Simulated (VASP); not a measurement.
Wanted: the native input for a VASP 6.6.1 run.

```yaml
Task: single point
Functional: LDA
Potentials_or_basis: VASP PAW LDA potentials, release 64 (Hg_sv_GW)
Cutoff: 500 eV
k_mesh: 12 × 12 × 12
Occupations: fermi-dirac, width 0.1 eV
Spin: no spin polarisation
Dipole_correction: no
Second_run: valence_matched
Further_INCAR_settings: ALGO = Normal; EDIFF = 1e-06; NBANDS = 16
```

The structure of Hg lies in POSCAR:

```
Hg
1.0
    1.7463233735      1.0082402698      2.1478810803
   -1.7463233735      1.0082402698      2.1478810803
    0.0000000000     -2.0164805396      2.1478810803
Hg
1
Direct
    0.0000000000      1.0000000000      0.0000000000
```

The input as run:

INCAR

```
SYSTEM = Hg
PREC = Accurate ; ENCUT = 500
EDIFF = 1E-6 ; ISMEAR = -1
SIGMA = 0.1 ; LREAL = .FALSE.
LASPH = .TRUE. ; NELM = 120
ALGO = Normal ; ISIF = 2
LWAVE = .FALSE. ; LCHARG = .TRUE.
LELF = .TRUE. ; LVHAR = .TRUE.
NBANDS = 16 ; GGA_COMPAT = .FALSE.
```

KPOINTS

```
regular mesh
0
G
  12 12 12
  0 0 0
```

Potentials or basis: VASP PAW LDA potentials, release 64 (Hg_sv_GW).

Launch:

```bash
$ cat potpaw_LDA.64/Hg_sv_GW/POTCAR > POTCAR
$ mpirun -np 1 vasp_std > vasp.out
```

It gave:

```
Pressure               : -1.0 GPa
Band gap on the k mesh : zero (band 10 reaches 7.61 eV, above the bottom of band 11 at 3.98 eV)
```

Caveat: spin-orbit coupling is left out, which moves the levels of the heavy elements.

It took 16 s on 1 thread of Intel(R) Xeon(R) 6975P-C (Granite Rapids), with other jobs on the host, peak memory 0.19 GiB.
